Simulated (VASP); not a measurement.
SrVO3:

```
Sr V O
1.0
     3.84250    0.00000    0.00000
     0.00000    3.84250    0.00000
     0.00000    0.00000    3.84250
Sr V O
1 1 3
Direct
  0.00000 0.00000 0.00000
  0.50000 0.50000 0.50000
  0.50000 0.00000 0.50000
  0.00000 0.50000 0.50000
  0.50000 0.50000 0.00000
```

Base run:

* Program: VASP 6.6.1
* Functional: PBE
* Potentials or basis: VASP PAW PBE potentials, release 64 (Sr_sv, V_sv, O)
* Cutoff: 520 eV
* k mesh: 5 × 5 × 5
* Occupations: fermi-dirac, width 0.1 eV
* Spin: collinear spin, ferromagnetic start
* Starting moments: [0.0, 0.47, 0.0, 0.0, 0.0] μB
* Fixed moment: 0.47 μB
* Hubbard terms: V d U = 6.2 eV

Its results: pressure 9.4 GPa; site moments Sr -0.00; V +0.60; O -0.05 μB.

Task: After a change of settings the same cell gave: pressure 17.8 GPa; site moments Sr -0.01; V +1.54; O +0.07 μB. Which change was it?
A. fixed moment from 0.47 μB to 1.9 μB; moments at the start from [0.0, 0.47, 0.0, 0.0, 0.0] to [0.0, 1.9, 0.0, 0.0, 0.0]
B. fixed moment from 0.47 μB to none; moments at the start from [0.0, 0.47, 0.0, 0.0, 0.0] to [0.0, 0.2, 0.0, 0.0, 0.0]
C. fixed moment from 0.47 μB to 0.95 μB; moments at the start from [0.0, 0.47, 0.0, 0.0, 0.0] to [0.0, 0.95, 0.0, 0.0, 0.0]
D. fixed moment from 0.47 μB to none; moments at the start from [0.0, 0.47, 0.0, 0.0, 0.0] to [0.0, 2.0, 0.0, 0.0, 0.0]

Result: A.

Caveats: the total moment is fixed, so each spin has its own Fermi level.
